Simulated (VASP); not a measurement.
# LiH in VASP: further runs

LiH is run at these levels: r2SCAN, PBE0; tasks: single point.

All numbers are computed with VASP 6.6.1; they aren't measurements. Logs are shortened: lines on timing, memory, paths and dates and some standing lists are left out, and cuts for length are marked.

### 1 The cell of the first run

It takes space group I4mm (No. 107, tetragonal). Conventional cell: a = 2.880 Å, b = 2.880 Å, c = 4.114 Å, α = 90.00°, β = 90.00°, γ = 90.00°. Within 2.7 Å of Li (site symmetry 4mm) lie 6 H at 2.01 to 2.11 Å. Within 2.7 Å of H (site symmetry 4mm) lie 6 Li at 2.01 to 2.11 Å.

### 2 Single point, r2SCAN (last atom moved by 0.05 Å along z, cell strained by +1.0% along z)

INCAR

```
METAGGA = R2SCAN
ISMEAR = 0
SIGMA = 0.03
LWAVE = False
LCHARG = False
ISIF = 2
PREC = Accurate
LASPH = True
LREAL = False
ALGO = Normal
EDIFF = 1E-6
NELM = 120
GGA_COMPAT = False
ENCUT = 1050
EFERMI = MIDGAP
LMIXTAU = True
NBANDS = 22
```

KPOINTS

```
Automatic mesh
0
Gamma
  18 18 18
  0 0 0
```

POSCAR

```
LiH
1.0
    0.0000000000      2.0367500000      2.0571175000
    2.0367500000      0.0000000000      2.0571175000
    2.0367500000      2.0367500000      0.0000000000
Li H
1 1
Direct
    0.0000000000      0.0000000000      0.0000000000
    0.5122744600      0.5122744600      0.4877255400
```

Potentials or basis: VASP PAW PBE potentials, release 64 (Li_sv, H).

On the command line:

```sh
$ cat potpaw_PBE.64/Li_sv/POTCAR potpaw_PBE.64/H/POTCAR > POTCAR
$ mpirun -np 1 vasp_std > vasp.out
```

OUTCAR:

```text
METAGGA = R2SCAN
   ISMEAR = 0
   ISIF = 2
   PREC = Accurate
   LASPH = True
   LREAL = False
   EDIFF = 1E-6
   NELM = 120
   ENCUT = 1050
   EFERMI = MIDGAP

 ion  position               nearest neighbor table
   1  0.000  0.000  0.000-
   2  0.512  0.512  0.488-

  LATTYP: Found a body centered tetragonal cell.
 ALAT       =     2.8803994732
 C/A-ratio  =     1.4283556980

  Lattice vectors:

 A1 = (  -2.0367500000,   0.0000000000,   2.0571175000)
 A2 = (   2.0367500000,   0.0000000000,   2.0571175000)
 A3 = (   0.0000000000,   2.0367500000,  -2.0571175000)

Analysis of symmetry for initial positions (statically):
=====================================================================
 Subroutine PRICEL returns:
 Original cell was already a primitive cell.

 Routine SETGRP: Setting up the symmetry group for a
 body centered tetragonal supercell.

 Subroutine GETGRP returns: Found  8 space group operations
 (whereof  8 operations were pure point group operations)
 out of a pool of 16 trial point group operations.

The static configuration has the point symmetry C_4v.

Analysis of symmetry for dynamics (positions and initial velocities):
=====================================================================
 Subroutine PRICEL returns:
 Original cell was already a primitive cell.

 Routine SETGRP: Setting up the symmetry group for a
 body centered tetragonal supercell.

 Subroutine GETGRP returns: Found  8 space group operations
 (whereof  8 operations were pure point group operations)
 out of a pool of 16 trial point group operations.

The dynamic configuration has the point symmetry C_4v.

 Subroutine INISYM returns: Found  8 space group operations
 (whereof  8 operations are pure point group operations),
 and found     1 'primitive' translations

----------------------------------------------------------------------------------------

                                     Primitive cell

  volume of cell :      17.0673

  direct lattice vectors                    reciprocal lattice vectors
     0.000000000  2.036750000  2.057117500    -0.245489137  0.245489137  0.243058552
     2.036750000  0.000000000  2.057117500     0.245489137 -0.245489137  0.243058552
     2.036750000  2.036750000  0.000000000     0.245489137  0.245489137 -0.243058552

  length of vectors
     2.894837296  2.894837296  2.880399473     0.423801006  0.423801006  0.423801006

  position of ions in fractional coordinates (direct lattice)
     0.000000000  0.000000000  0.000000000
     0.512274460  0.512274460  0.487725540

  ion indices of the primitive-cell ions
   primitive index   ion index
                 1           1
                 2           2

----------------------------------------------------------------------------------------

 KPOINTS: Automatic mesh

Automatic generation of k-mesh.
 Grid dimensions read from file:
 generate k-points for:   18   18   18

 Generating k-lattice:

  Cartesian coordinates                     Fractional coordinates (reciprocal lattice)
    -0.013638285  0.013638285  0.013503253     0.055555556 -0.000000000  0.000000000
     0.013638285 -0.013638285  0.013503253    -0.000000000  0.055555556  0.000000000
     0.013638285  0.013638285 -0.013503253     0.000000000  0.000000000  0.055555556

  Length of vectors
     0.023544500  0.023544500  0.023544500

  Shift w.r.t. Gamma in fractional coordinates (k-lattice)
     0.000000000  0.000000000  0.000000000

 Subroutine IBZKPT returns following result:
 ===========================================

 Found    480 irreducible k-points:

 Following reciprocal coordinates:
            Coordinates               Weight
  0.000000  0.000000  0.000000      1.000000
  0.055556 -0.000000  0.000000      8.000000
  0.111111 -0.000000  0.000000      8.000000
  0.166667 -0.000000  0.000000      8.000000
  0.222222  0.000000  0.000000      8.000000
  0.277778  0.000000  0.000000      8.000000
[... 16 lines left out ...]
 -0.277778  0.055556  0.000000      8.000000
 -0.222222  0.055556  0.000000      8.000000
 [... further k-points ...]
   k-points           NKPTS =    480   k-points in BZ     NKDIM =    480   number of bands    NBANDS=     22
   number of dos      NEDOS =    301   number of ions     NIONS =      2
   total plane-waves  NPLWV =  30720
   dimension x,y,z NGX =    32 NGY =   32 NGZ =   30
   dimension x,y,z NGXF=    64 NGYF=   64 NGZF=   60
   ions per type =               1   1
   NGX,Y,Z   is equivalent  to a cutoff of  18.38, 18.38, 17.31 a.u.
   NGXF,Y,Z  is equivalent  to a cutoff of  36.75, 36.75, 34.63 a.u.
 SYSTEM =  unknown system
   PREC   = accura    normal or accurate (medium, high low for compatibility)
   ISTART =      0    job   : 0-new  1-cont  2-samecut
   ICHARG =      2    charge: 1-file 2-atom 10-const
   ISPIN  =      1    spin polarized calculation?
   LNONCOLLINEAR =      F non collinear calculations
   LSORBIT =      F    spin-orbit coupling
   LASPH  =      T    aspherical Exc in radial PAW
   ENCUT  = 1050.0 eV  77.17 Ry    8.78 a.u.   7.65  7.65  7.61*2*pi/ulx,y,z
   NELM   =    120;   NELMIN=  2; NELMDL= -5     # of ELM steps
   EDIFF  = 0.1E-05   stopping-criterion for ELM
   LREAL  =      F    real-space projection
   EDIFFG = 0.1E-04   stopping-criterion for IOM
   NSW    =      0    number of steps for IOM
   IBRION =     -1    ionic relax: 0-MD 1-quasi-New 2-CG
   NFREE  =      0    steps in history (QN), initial steepest desc. (CG)
   ISIF   =      2    stress and relaxation
   ISYM   =      2    0-nonsym 1-usesym 2-fastsym
   POTIM  = 0.5000    time-step for ionic-motion
   TEBEG  =    0.0;   TEEND  =   0.0 temperature during run

   SCALEE = 1.0000    scale energy and forces
   PSTRESS=    0.0 pullay stress
   NELECT =       4.0000    total number of electrons
   NUPDOWN=      -1.0000    fix difference up-down
   EMIN   =  10.00;   EMAX   =-10.00  energy-range for DOS
   EFERMI =   0.00;   METHOD = MIDGAP
   ISMEAR =     0;   SIGMA  =   0.03  broadening in eV -4-tet -1-fermi 0-gaus
   EFERMI_NEDOS =   21; number of points for ismear=-14 and -15
   IALGO  =     38    algorithm
   IMIX   =      4    mixing-type and parameters
     AMIX     =   0.40;   BMIX     =  1.00
     AMIX_MAG =   1.60;   BMIX_MAG =  1.00
  volume/ion in A,a.u.               =       8.53        57.59
  Fermi-wavevector in a.u.,A,eV,Ry     =   1.009346  1.907387 13.861329  1.018779
  Thomas-Fermi vector in A             =   2.142268
   LORBIT       =      0    0 simple, 1 ext, 2 COOP (PROOUT), +10 PAW based schemes
   METAGGA = R2SCAN    functional components
   LHFCALC =     F    Hartree Fock is set to
   AEXX    =    0.0000 exact exchange contribution
   IVDW    =     0    specifies the selected vdW correction
   LEPSILON=     F    determine dielectric tensor
   LRPA    =     F    only Hartree local field effects (RPA)

   CSHIFT  =0.1000    complex shift for real part using Kramers Kronig

   OMEGAMAX=  -1.0    maximum frequency
 non-spin polarized calculation
 Gauss-broadening in eV      SIGMA  =   0.03
  energy-cutoff  :     1050.00
  volume of cell :       17.07
 maximum number of plane-waves:      1355
   NGX = 15   NGY = 15   NGZ = 15

 number of electron       4.0000000 magnetization

 Free energy of the ion-electron system (eV)
  ---------------------------------------------------
  ext. energy  EPLUGINS =         0.00000000
  ---------------------------------------------------
  free energy    TOTEN  =        -6.81178194 eV

  energy without entropy =       -6.81178194  energy(sigma->0) =       -6.81178194

 E-fermi :   1.3331     XC(G=0):  -8.6232

 val. band max:       -0.4273715895   @ k =   0.5000   0.0000   0.5000
 cond. band min:       3.0935822391   @ k =   0.5000   0.5000   0.0000
 fundamental gap:      3.5209538286
 Fermi energy:         1.3331053248

 k-point     1 :       0.0000    0.0000    0.0000
  band No.  band energies     occupation
      1     -46.2254      2.00000
      2      -5.6859      2.00000
      3      16.3288      0.00000
      4      18.2654      0.00000
      5      18.2663      0.00000
      6      18.4171      0.00000
      7      22.6210      0.00000
      8      22.6652      0.00000
      9      22.6657      0.00000
     10      24.4897      0.00000
     11      28.3974      0.00000
     12      29.1056      0.00000
     13      29.1065      0.00000
     14      30.6558      0.00000

 k-point     2 :       0.0556   -0.0000    0.0000
  band No.  band energies     occupation
      1     -46.2243      2.00000
      2      -5.6309      2.00000
      3      15.8373      0.00000
      4      17.8473      0.00000
      5      18.1226      0.00000
      6      18.2386      0.00000
      7      22.3632      0.00000
      8      22.9553      0.00000
      9      22.9706      0.00000
     10      25.8336      0.00000
     11      27.4240      0.00000
     12      27.9002      0.00000
     13      29.1885      0.00000
     14      32.0269      0.00000

 k-point     3 :       0.1111   -0.0000    0.0000
  band No.  band energies     occupation
      1     -46.2212      2.00000
      2      -5.4676      2.00000
      3      14.4435      0.00000
      4      17.0844      0.00000
      5      17.7932      0.00000
      6      17.8538      0.00000
      7      22.4655      0.00000
      8      23.7554      0.00000
      9      23.7587      0.00000
     10      25.8477      0.00000
     11      26.2497      0.00000
     12      28.2308      0.00000
     13      30.1034      0.00000
     14      34.2195      0.00000

 k-point     4 :       0.1667   -0.0000    0.0000
  band No.  band energies     occupation
      1     -46.2165      2.00000
      2      -5.2000      2.00000
      3      12.6075      0.00000
      4      16.3566      0.00000
      5      17.4375      0.00000
      6      17.4436      0.00000
      7      22.9595      0.00000
      8      23.9271      0.00000
      9      24.1974      0.00000
     10      25.3608      0.00000
     11      25.4112      0.00000
     12      30.2763      0.00000
     13      32.1941      0.00000
     14      36.6538      0.00000

 k-point     5 :       0.2222    0.0000    0.0000
  band No.  band energies     occupation
      1     -46.2106      2.00000
      2      -4.8369      2.00000
      3      10.7242      0.00000
      4      15.6861      0.00000
      5      17.1083      0.00000
      6      17.1499      0.00000
      7      22.6424      0.00000
      8      22.9866      0.00000
      9      23.7080      0.00000
     10      26.6530      0.00000
     11      26.7252      0.00000
[... 276 lines left out ...]
 k-point    22 :      -0.3333    0.0556    0.0000
  band No.  band energies     occupation
      1     -46.1963      2.00000
      2      -3.6878      2.00000
      3       6.9838      0.00000
      4      13.6682      0.00000
      5      16.2081      0.00000
      6      17.7898      0.00000
      7      19.5678      0.00000
      8      21.5991      0.00000
      9      25.8052      0.00000
     10      29.6943      0.00000
     11      32.2207      0.00000
     12      34.2901      0.00000
     13      41.3460      0.00000
     14      43.4524      0.00000

 k-point    23 :      -0.2778    0.0556    0.0000
  band No.  band energies     occupation
      1     -46.2018      2.00000
      2      -4.1813      2.00000
      3       8.4366      0.00000
      4      14.0120      0.00000
      5      16.3553      0.00000
      6      18.0226      0.00000
      7      20.3321      0.00000
      8      22.5743      0.00000
      9      24.7240      0.00000
     10      27.7604      0.00000
     11      30.5956      0.00000
     12      33.3461      0.00000
     13      40.1036      0.00000
     14      40.9201      0.00000

 k-point    24 :      -0.2222    0.0556    0.0000
  band No.  band energies     occupation
      1     -46.2078      2.00000
      2      -4.6445      2.00000
      3      10.1298      0.00000
      4      14.4619      0.00000
      5      16.6541      0.00000
      6      18.2010      0.00000
      7      21.4345      0.00000
      8      23.6471      0.00000
      9      23.7860      0.00000
     10      26.0554      0.00000
     11      28.9534      0.00000
     12      32.0419      0.00000
     13      36.5204      0.00000
     14      39.1225      0.00000

 [... further k-points ...]

 [bands above 14 left out]

------------------------ aborting loop because EDIFF is reached ----------------------------------------

  FORCE on cell =-STRESS in cart. coord.  units (eV):
  Direction    XX          YY          ZZ          XY          YZ          ZX
  --------------------------------------------------------------------------------------
  -------------------------------------------------------------------------------------
  Total       -0.2083834     -0.2083834     -0.2557131      0.0000000      0.0000000      0.0000000
  in kB      -19.5618123    -19.5618123    -24.0048497      0.0000000      0.0000000      0.0000000
  external PRESSURE =     -21.0428248 kB  Pullay stress =       0.0000000 kB

 VOLUME and BASIS-vectors are now :
 -----------------------------------------------------------------------------
  energy-cutoff  :     1050.00
  volume of cell :       17.07
      direct lattice vectors                 reciprocal lattice vectors
     0.000000000  2.036750000  2.057117500    -0.245489137  0.245489137  0.243058552
     2.036750000  0.000000000  2.057117500     0.245489137 -0.245489137  0.243058552
     2.036750000  2.036750000  0.000000000     0.245489137  0.245489137 -0.243058552

 POSITION                                       TOTAL-FORCE (eV/Angst)
 -----------------------------------------------------------------------------------
      0.00000      0.00000      0.00000         0.000000      0.000000      0.046772
      2.03675      2.03675      2.10762         0.000000      0.000000     -0.046772
 -----------------------------------------------------------------------------------
    total drift:                               -0.000000     -0.000000      0.003167

  FREE ENERGIE OF THE ION-ELECTRON SYSTEM (eV)
  ---------------------------------------------------
  free  energy   TOTEN  =        -6.8117819376 eV

  energy  without entropy=       -6.8117819376  energy(sigma->0) =       -6.81178194
```

Wall time 12 min (1 thread of Intel Xeon 6975P-C (Granite Rapids), shared host); peak memory 0.45 GiB.

Results:

```
Free energy            : -6.8118 eV
Pressure               : -2.1 GPa
Largest force          : 0.047 eV/Å
Band gap on the k mesh : 3.52 eV (least direct gap 3.61 eV)
```

Forces in eV/Å, atoms in the order of the input:
```
Li   0.000  0.000  0.047
H    0.000  0.000 -0.047
```

Levels at points of the mesh, in eV from the valence-band top:
| k point | band 1 | band 2 | band 3 | band 4 | band 5 | band 6 |
| --- | --- | --- | --- | --- | --- | --- |
| (0.00, 0.00, 0.00) | -45.80 | -5.26 | 16.76 | 18.69 | 18.69 | 18.84 |
| (0.50, 0.00, 0.00) | -45.76 | -2.50 | 5.48 | 14.38 | 17.43 | 17.64 |
| (0.50, 0.50, 0.00) | -45.75 | -0.09 | 3.52 | 11.51 | 11.51 | 14.75 |

Caveat: the cell differs from its parent crystal (last atom moved by 0.05 Å along z, cell strained by +1.0% along z); the PAW data sets were made with another functional, which shifts forces and pressure a little. A k mesh can miss the band edges.

### 3 Single point, PBE0

This run uses another cell than the first one, of 7.94 Å³/atom.

POSCAR

```
LiH
1.0
    0.0000000000      1.9951720069      1.9951720069
    1.9951720069      0.0000000000      1.9951720069
    1.9951720069      1.9951720069      0.0000000000
Li H
1 1
Direct
    0.0000000000      0.0000000000      0.0000000000
    0.5000000000      0.5000000000      0.5000000000
```

INCAR.step1

```
PREC = Accurate
ENCUT = 520
EDIFF = 1E-5
ISMEAR = -1
SIGMA = 0.05
LREAL = False
LASPH = True
NELM = 100
ALGO = Normal
ISIF = 2
LWAVE = True
LCHARG = False
NBANDS = 9
GGA = PE
```

INCAR.step2

```
PREC = Accurate
ENCUT = 520
EDIFF = 1E-6
ISMEAR = -1
SIGMA = 0.05
LREAL = False
LASPH = True
NELM = 100
ALGO = Normal
ISIF = 2
LWAVE = False
LCHARG = False
GGA = PE
LHFCALC = True
AEXX = 0.25
PRECFOCK = Normal
NBANDS = 9
ISTART = 1
```

KPOINTS

```
Automatic mesh
0
Gamma
  6 6 6
```

Potentials or basis: VASP PAW PBE potentials, release 64 (Li_sv, H).

On the command line:

```sh
$ cat potpaw_PBE.64/Li_sv/POTCAR potpaw_PBE.64/H/POTCAR > POTCAR
$ cp INCAR.step1 INCAR
$ mpirun -np 1 vasp_std > vasp.out
$ cp INCAR.step2 INCAR
$ mpirun -np 1 vasp_std > vasp.out
```

Run time: 42 s. Hardware: 1 thread of AMD EPYC 7R13 (Zen 3), shared host; peak memory 0.1 GiB.

Results (log left out):

| Property | Result |
| --- | --- |
| Free energy | -7.1405 eV |
| Band gap on the k mesh | 4.69 eV |

Levels at points of the mesh, in eV from the valence-band top:
```tsv
k point	band 1	band 2	band 3	band 4	band 5	band 6	band 7
(0.00, 0.00, 0.00)	-47.32	-6.19	18.90	20.40	20.40	20.40	25.01
(0.50, 0.00, 0.00)	-47.27	-2.95	6.75	16.15	18.93	18.93	21.54
(0.50, 0.50, 0.00)	-47.25	0.00	4.69	13.02	13.02	16.11	19.91
```

Caveat: the k points lie up to 0.45 Å⁻¹ apart; the cutoff is under 1.25 times the usual one of these potentials, so pressure, stress and relaxed cells hold a basis-set (Pulay) error; the PAW data sets were made with another functional, which shifts forces and pressure a little.
